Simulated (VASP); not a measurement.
A run of VASP 6.6.1:

The input INCAR:

```
PREC     = Accurate       # precision mode
ENCUT    = 600            # plane-wave cutoff, eV
EDIFF    = 1E-6           # SCF threshold, eV
ISMEAR   = -1             # smearing method
SIGMA    = 0.05           # smearing width, eV
LREAL    = F              # projectors in reciprocal space
LASPH    = T              # aspherical terms in the spheres
NELM     = 150            # most SCF steps
ALGO     = Normal         # electronic algorithm
ISIF     = 3              # what is computed and relaxed
LWAVE    = F              # write WAVECAR
LCHARG   = F              # write CHGCAR
LMAXMIX  = 4              # l up to which the mixer works
LDAU     = T              # DFT+U
LDAUTYPE = 2            
LDAUL    = 2 2 -1         # shell
LDAUU    = 1 1 0          # U, eV
LDAUJ    = 0 0 0        
LDAUPRINT= 1            
GGA      = PS             # functional
IBRION   = 2              # ionic algorithm
NSW      = 60             # ionic steps
EDIFFG   = -0.01          # ionic threshold
```

KPOINTS

```
Automatic mesh
0
Gamma
  8 8 6
```

POSCAR

```
HfMoC2
1.0
    3.1914230000      0.0000000000      0.0000000000
    0.0000000000      3.1914230000      0.0000000000
    0.0000000000      0.0000000000      4.4851640000
Hf Mo C
1 1 2
Direct
    0.0000000000      0.0000000000      0.0000000000
    0.5000000000      0.5000000000      0.5000000000
    0.5000000000      0.5000000000      0.0000000000
    0.0000000000      0.0000000000      0.5000000000
```

Potentials or basis: VASP PAW PBE potentials, release 64 (Hf_pv, Mo_sv, C).

Launch:

```console
$ cat potpaw_PBE.64/Hf_pv/POTCAR potpaw_PBE.64/Mo_sv/POTCAR potpaw_PBE.64/C/POTCAR > POTCAR
$ mpirun -np 1 vasp_std > vasp.out
```

Hardware: 1 thread of Intel(R) Xeon(R) Platinum 8488C (Sapphire Rapids), with other jobs on the host.

Task: How long does it take, and how much memory?

Result: It took 3.5 min on 1 thread of Intel(R) Xeon(R) Platinum 8488C (Sapphire Rapids), with other jobs on the host, peak memory 0.23 GiB. Counts: scf iterations 50, k points 60, ion steps 6.
